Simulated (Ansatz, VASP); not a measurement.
## Ru in VASP and in Ansatz

The input INCAR:

```
PREC     = Accurate       # precision mode
ENCUT    = 500            # plane-wave cutoff, eV
EDIFF    = 1E-6           # SCF threshold, eV
ISMEAR   = 0              # smearing method
SIGMA    = 0.025          # smearing width, eV
LREAL    = False          # projectors in reciprocal space
LASPH    = True           # aspherical terms in the spheres
NELM     = 120            # most SCF steps
ALGO     = Normal         # electronic algorithm
ISIF     = 2              # what is computed and relaxed
LWAVE    = False          # write WAVECAR
LCHARG   = False          # write CHGCAR
GGA      = RE             # functional
NBANDS   = 13             # bands
GGA_COMPAT= False
```

The input KPOINTS:

```
regular mesh
0
Gamma
  12 12 12
```

POSCAR

```
Ru
1.0
    0.0000000000      1.9150000000      1.9150000000
    1.9150000000      0.0000000000      1.9150000000
    1.9150000000      1.9150000000      0.0000000000
Ru
1
Direct
    0.0000000000      0.0000000000      0.0000000000
```

Contents of input.yaml:

```yaml
crystal:
  lattice: { a: 3.83, b: 3.83, c: 3.83, alpha: 90.0, beta: 90.0, gamma: 90.0 }
  space_group: 225
  setting: { hermann_mauguin: Fm-3m }
  reduce_to_primitive: true
  atoms:
    - { symbol: Ru, position: [0.0, 0.0, 0.0] }
kpoints:
  mp_grid: { grid: [12, 12, 12] }
scf:
  occupations: { method: gaussian, width: 0.025 }
  mixing: { algorithm: broyden, beta: 0.05, ndim: 2 }
hamiltonian:
  xc: revpbe
  pseudopotentials: { kind: all_electron, datasets: crystal }
output:
  forces: true
  stress: true
  eigenvalues: true
  elf: true
  volumetric_format: npy
```

Alike in both runs: functional revPBE; k mesh 12 × 12 × 12; occupations gaussian, width 0.025 eV; no spin polarisation.

```csv
,VASP,Ansatz
version,VASP 6.6.1,Ansatz 0.2.0
potentials or method,"VASP PAW PBE potentials, release 64 (Ru_pv), cutoff 500 eV",all-electron PAW datasets made for the crystal
task,single point,electron localisation function
```

|  | VASP | Ansatz | Ansatz less VASP |
| --- | --- | --- | --- |
| gap on the k mesh at the Fermi level (eV) | none | none | - |
| pressure (GPa) | -1.7 | -1.8 | -0.04 |

VASP's potentials were made for PBE, not for revPBE. A gap of «none» marks a metal or a gap that the smearing closes. Ansatz ran all-electron here, and VASP with PAW potentials.
